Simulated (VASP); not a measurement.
Write the native input for VASP 6.6.1 that does the following.

| Item | Value |
| --- | --- |
| Task | single point |
| Functional | PBE |
| Potentials or basis | VASP PAW PBE potentials, release 64 (Tl_d) |
| Cutoff | 520 eV |
| k mesh | 6 × 6 × 4 |
| Occupations | gaussian, width 0.1 eV |
| Spin | no spin polarisation |
| Dipole correction | no |
| Further INCAR settings | ALGO = Fast; EDIFF = 1e-06; NBANDS = 20 |

The structure of Tl lies in POSCAR:

```
Tl
1.0
    3.4172090700      0.0000000000      0.0000000000
   -1.7086045300      2.9593898600      0.0000000000
    0.0000000000      0.0000000000      6.1262909300
Tl
2
Direct
    0.0000000000      0.0000000000      0.2590922100
    0.0000000000      0.0000000000      0.7409077900
```

The cell was generated, and may not be a known phase.

One way to write it, as run:

INCAR

```
PREC = Accurate
ENCUT = 520
EDIFF = 1E-6
ISMEAR = 0
SIGMA = 0.1
LREAL = F
LASPH = T
NELM = 100
ALGO = Fast
ISIF = 2
LWAVE = F
LCHARG = T
GGA = PE
LELF = T
LVHAR = T
NBANDS = 20
```

KPOINTS

```
Automatic mesh
0
Gamma
  6 6 4
```

Potentials or basis: VASP PAW PBE potentials, release 64 (Tl_d).

Run with:

```sh
$ cat potpaw_PBE.64/Tl_d/POTCAR > POTCAR
$ mpirun -np 1 vasp_std > vasp.out
```

Results of the run:

```yaml
Pressure: 2.0 GPa
Largest_force: 0.527 eV/Å
Band_gap_on_the_k_mesh: zero (bands 13 and 14 overlap by 4.06 eV)
```

Caveat: spin-orbit coupling is left out, which moves the levels of the heavy elements.

It took 10 s on 1 thread of AMD EPYC 9R45 96-Core Processor (Zen 5) (shared host), peak memory 0.16 GiB.
